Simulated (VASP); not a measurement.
# Al16SiN15 (a cell with a defect) (Si_N) in VASP: a series of runs, part 2 of 2

VASP 6.6.1. Earlier steps stand in the parts before.

### Step 3. Single point, PBE

File INCAR:

```
SYSTEM = Al16SiN15
ALGO = Normal
EDIFF = 1E-7
ENCUT = 520
GGA = PE
ISIF = 2
ISMEAR = 0
LASPH = .TRUE.
LCHARG = .TRUE.
LELF = .TRUE.
LREAL = Auto
LVHAR = .TRUE.
LWAVE = .FALSE.
NBANDS = 86
NELECT = 126.0
NELM = 60
PREC = Accurate
SIGMA = 0.01
```

File KPOINTS:

```
Automatic mesh
0
Gamma
  1 1 1
  0.25 0.25 0.25
```

File POSCAR:

```
Al16SiN15
1.0
    6.2595139326      0.0000000578      0.0000000000
   -3.1297570163      5.4208980521      0.0000000000
    0.0000000000      0.0000000000     10.0348065068
Al N Si
16 15 1
Direct
    0.3392023000      0.1602379916      0.2506958511
    0.1583311078      0.3413138299      0.5017953540
    0.3292963215      0.1719898629      0.7491872223
    0.1702661172      0.3286058627      1.0052513560
    0.3386807458      0.6590188174      0.2586091732
    0.1717929529      0.8590080973      0.5029843918
    0.3271001609      0.6626730098      0.7531942485
    0.1933166304      0.8404557311      0.9901800293
    0.8410199604      0.1615757989      0.2582486475
    0.6414955980      0.3282875917      0.5024638921
    0.8375068251      0.1727379680      0.7532038497
    0.6587271020      0.3061242356      0.9901990415
    0.8638491119      0.6356160743      0.1770053346
    0.6357933642      0.8634011028      0.5224356225
    0.8311650448      0.6701814898      0.7537257182
    0.6695356726      0.8290129089      1.0003191198
    0.3220101115      0.1781573388      0.4381076805
    0.1736265525      0.3266751698      0.1945547999
    0.3322212477      0.1672514991      0.9358212743
    0.1648102225      0.3349655970      0.6905074155
    0.3152030938      0.6781146660      0.4464158168
    0.2056385037      0.8357186619      0.1754130871
    0.3399293892      0.6582056440      0.9409124725
    0.1644739059      0.8350436428      0.6942791205
    0.8214488911      0.1837243830      0.4460897729
    0.6634843352      0.2940158418      0.1754223950
    0.8398513791      0.1584975972      0.9413011791
    0.6672573242      0.3375306959      0.6941345445
    0.6884054929      0.8126286347      0.2097922538
    0.8394270357      0.6597776855      0.9538282452
    0.6629015137      0.8370535438      0.7040184116
    0.8017894445      0.6989835067      0.3925385355
```

Potentials or basis: VASP PAW PBE potentials, release 64 (Al, N, Si).

Started as:

```
cat potpaw_PBE.64/Al/POTCAR potpaw_PBE.64/N/POTCAR potpaw_PBE.64/Si/POTCAR > POTCAR
mpirun -np 1 vasp_std > vasp.out
```

OUTCAR:

```text
SYSTEM = Al16SiN15
   EDIFF = 1E-7
   ENCUT = 520
   GGA = PE
   ISIF = 2
   ISMEAR = 0
   LASPH = .TRUE.
   LREAL = Auto
   NELECT = 126.0
   NELM = 60
   PREC = Accurate

 ion  position               nearest neighbor table
   1  0.339  0.160  0.251-  18 1.89  17 1.89  26 1.92  22 1.92  10 3.01   6 3.01   4 3.07   9 3.12
[... 755 lines left out ...]
  -------------------------------------------------------------------------------------
  Total        5.3476991      6.0642301      5.5983186      0.3653023      5.7134678     -9.6983711
  in kB       25.1626681     28.5341801     26.3419146      1.7188663     26.8837290    -45.6339988
  external PRESSURE =      26.6795876 kB  Pullay stress =       0.0000000 kB

 VOLUME and BASIS-vectors are now :
 -----------------------------------------------------------------------------
  energy-cutoff  :      520.00
  volume of cell :      340.50
      direct lattice vectors                 reciprocal lattice vectors
     6.259513933  0.000000058  0.000000000     0.159756813  0.092235641  0.000000000
    -3.129757016  5.420898052  0.000000000    -0.000000002  0.184471279  0.000000000
     0.000000000  0.000000000 10.034806507     0.000000000  0.000000000  0.099653142

 POSITION                                       TOTAL-FORCE (eV/Angst)
 -----------------------------------------------------------------------------------
      1.62174      0.86863      2.51568         0.133476     -0.078482     -0.035893
     -0.07715      1.85023      5.03542        -0.245805      0.132220     -0.006008
      1.52295      0.93234      7.51795         0.126064     -0.040215     -0.011624
      0.03733      1.78134      0.05270        -0.121935      0.056832      0.033550
      0.05741      3.57247      2.59509         0.107298     -0.050475      0.133606
     -1.61315      4.65660      5.04735        -0.052777     -0.010125     -0.037126
[... 24 lines left out ...]
      1.52967      4.53758      7.06469        -0.165282      0.100871      0.051003
      2.83116      3.78912      3.93905        -0.131207      0.067145      0.191826
 -----------------------------------------------------------------------------------
    total drift:                                0.011734     -0.002183      0.008613

  FREE ENERGIE OF THE ION-ELECTRON SYSTEM (eV)
  ---------------------------------------------------
  free  energy   TOTEN  =      -237.0904615820 eV

  energy  without entropy=     -237.0904615820  energy(sigma->0) =     -237.09046158
```

OSZICAR:

```text
N       E                     dE             d eps       ncg     rms          rms(c)
DAV:   1     0.504862222804E+03    0.50486E+03   -0.58212E+04  1032   0.132E+03
DAV:   2    -0.216065873447E+03   -0.72093E+03   -0.68909E+03  1308   0.261E+02
DAV:   3    -0.269721684406E+03   -0.53656E+02   -0.53256E+02  1248   0.754E+01
DAV:   4    -0.270546686835E+03   -0.82500E+00   -0.82236E+00  1248   0.101E+01
DAV:   5    -0.270563092242E+03   -0.16405E-01   -0.16393E-01  1288   0.139E+00    0.328E+01
DAV:   6    -0.237276726387E+03    0.33286E+02   -0.13683E+02  1200   0.340E+01    0.125E+01
DAV:   7    -0.237284024766E+03   -0.72984E-02   -0.56024E+00  1240   0.764E+00    0.796E+00
DAV:   8    -0.237102071680E+03    0.18195E+00   -0.55263E-01  1248   0.300E+00    0.236E+00
DAV:   9    -0.237087735493E+03    0.14336E-01   -0.12934E-01  1280   0.152E+00    0.676E-01
DAV:  10    -0.237089412727E+03   -0.16772E-02   -0.53721E-02  1264   0.824E-01    0.442E-01
DAV:  11    -0.237089619447E+03   -0.20672E-03   -0.76005E-03  1264   0.368E-01    0.286E-01
DAV:  12    -0.237090469638E+03   -0.85019E-03   -0.23595E-03  1248   0.173E-01    0.968E-02
DAV:  13    -0.237090454388E+03    0.15250E-04   -0.51083E-04  1336   0.975E-02    0.280E-02
DAV:  14    -0.237090464235E+03   -0.98470E-05   -0.12872E-04  1200   0.390E-02    0.216E-02
DAV:  15    -0.237090462043E+03    0.21919E-05   -0.24762E-05  1296   0.188E-02    0.115E-02
DAV:  16    -0.237090461777E+03    0.26586E-06   -0.95359E-06  1248   0.121E-02    0.564E-03
DAV:  17    -0.237090461590E+03    0.18724E-06   -0.32305E-06  1224   0.632E-03    0.294E-03
DAV:  18    -0.237090461582E+03    0.79053E-08   -0.32762E-07   920   0.234E-03
   1 F= -.23709046E+03 E0= -.23709046E+03  d E =-.109858E-20
```

stdout:

```text
POSCAR found type information on POSCAR AlN Si
 POSCAR found :  3 types and      32 ions
 scaLAPACK will be used
 LDA part: xc-table for (Slater+PW92), standard interpolation
 POSCAR, INCAR and KPOINTS ok, starting setup
 FFT: planning ... GRIDC
 FFT: planning ... GRID_SOFT
 FFT: planning ... GRID
 WAVECAR not read
 entering main loop
 the old and the new charge density differ
 old charge density:   127.00000 new  126.00000
    0.328E+01
```

Run time: 6.6 min. Hardware: 1 thread of Intel Xeon Platinum 8259CL at 2.50GHz (Skylake/Cascade Lake), shared host; peak memory 0.47 GiB.

What came out:

- Free energy: -237.0905 eV
- Largest force: 0.431 eV/Å

Forces in eV/Å, atoms in the order of the input:
```
Al   0.133 -0.078 -0.036
Al  -0.246  0.132 -0.006
Al   0.126 -0.040 -0.012
Al  -0.122  0.057  0.034
Al   0.107 -0.050  0.134
Al  -0.053 -0.010 -0.037
Al   0.117 -0.076 -0.038
Al  -0.126  0.060 -0.027
Al   0.096 -0.060  0.153
Al  -0.013  0.065 -0.006
Al   0.091 -0.055 -0.001
Al  -0.112  0.083 -0.017
Al   0.149 -0.082 -0.141
Al  -0.065  0.041 -0.276
Al   0.150 -0.093 -0.013
Al  -0.149  0.089 -0.002
N    0.294 -0.165  0.268
N   -0.223  0.117 -0.193
N    0.139 -0.095 -0.092
N   -0.145  0.112  0.021
N    0.217 -0.074 -0.120
N   -0.265  0.008  0.140
N    0.183 -0.063  0.024
N   -0.209  0.043  0.049
N    0.167 -0.120 -0.101
N   -0.120  0.233  0.137
N    0.221 -0.088 -0.038
N   -0.215  0.074  0.027
N   -0.073 -0.014 -0.130
N    0.240 -0.119  0.055
N   -0.165  0.101  0.051
Si  -0.131  0.067  0.192
```

Caveat: the k points lie up to 1.16 Å⁻¹ apart; the cell carries a net charge on a neutralising background, which shifts energy and pressure; the cell is charged against a uniform background, so pressure and absolute levels hang on convention.
